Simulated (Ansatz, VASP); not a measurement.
**MnZnC4N4: VASP beside Ansatz**

```
CELL_PARAMETERS angstrom
6.00915 0.00000 0.00000
0.00000 6.00915 0.00000
0.00000 0.00000 6.00915
ATOMIC_POSITIONS crystal
Mn 0.00000 0.00000 0.00000
Zn 0.50000 0.50000 0.50000
C 0.19946 0.19946 0.19946
C 0.19946 0.80054 0.80054
C 0.80054 0.19946 0.80054
C 0.80054 0.80054 0.19946
N 0.31146 0.31146 0.31146
N 0.31146 0.68854 0.68854
N 0.68854 0.31146 0.68854
N 0.68854 0.68854 0.31146
```

Alike in both runs: functional PBE; k mesh 4 × 4 × 4; occupations gaussian, width 0.1 eV; collinear spin.

Ansatz relaxed the structure, and its values are those at the end. VASP's run is a single point on that final structure, the one shown.

|  | VASP | Ansatz |
| --- | --- | --- |
| version | VASP 6.6.1 | Ansatz 0.2.0 |
| potentials or method | VASP PAW PBE potentials, release 64 (Mn_pv, Zn, C, N), cutoff 520 eV | scalar-relativistic, plane waves, PAW |
| valence electrons in the cell | 61 | 63 |

```tsv
	VASP	Ansatz	Ansatz less VASP
gap on the k mesh at the Fermi level (eV)	2.10	2.10	-0.002
least direct gap on the mesh (eV)	2.10	2.10	-0.002
pressure (GPa)	0.7	0.2	-0.48
rms of the force components (eV/Å)	0.180	0.012	-0.1677
net moment per atom (μB)	0.50	0.50	0.000
size of the moment on the site where the two differ most (μB)	4.14	3.69	-0.453
```

Site moments also hang on the region over which each program counts them. VASP's potentials hold 61 valence electrons a cell and Ansatz's 63, so a difference there can come from the potentials and not from the codes.

Noted on VASP's run: the standard files for N, O and F lose accuracy on very short bonds.
